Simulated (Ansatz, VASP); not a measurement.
One calculation of SiO2, two programs

```
CELL_PARAMETERS angstrom
4.23243 0.00000 0.00000
0.00000 4.23243 0.00000
0.00000 0.00000 2.81118
ATOMIC_POSITIONS crystal
Si 0.50000 0.50000 0.50000
Si 0.00000 0.00000 0.00000
O 0.69443 0.69443 0.00000
O 0.19443 0.80557 0.50000
O 0.30557 0.30557 0.00000
O 0.80557 0.19443 0.50000
```

Alike in both runs: task single point; functional LDA; k mesh 6 × 6 × 10; occupations gaussian, width 0.05 eV; no spin polarisation.

|  | VASP | Ansatz |
| --- | --- | --- |
| version | VASP 6.6.1 | Ansatz 0.2.0 |
| potentials or method | VASP PAW LDA potentials, release 64 (Si, O), cutoff 520 eV | scalar-relativistic, plane waves, PAW |
| valence electrons in the cell | 32 | 32 |

```tsv
	VASP	Ansatz	Ansatz less VASP
gap on the k mesh at the Fermi level (eV)	4.09	4.09	+0.001
least direct gap on the mesh (eV)	4.09	4.09	+0.001
pressure (GPa)	-25.8	-26.6	-0.82
traceless stress, the component that is largest in VASP (GPa)	-11.98	-12.38	-0.402
rms of the force components (eV/Å)	0.096	0.104	+0.0083
```

Ansatz warns that its potentials were made for another functional, while VASP's fit it. LDA's correlation is that of Perdew and Zunger in VASP and of Perdew and Wang (1992) in Ansatz. Atom by atom the forces differ by 0.008 eV/Å (rms over components).
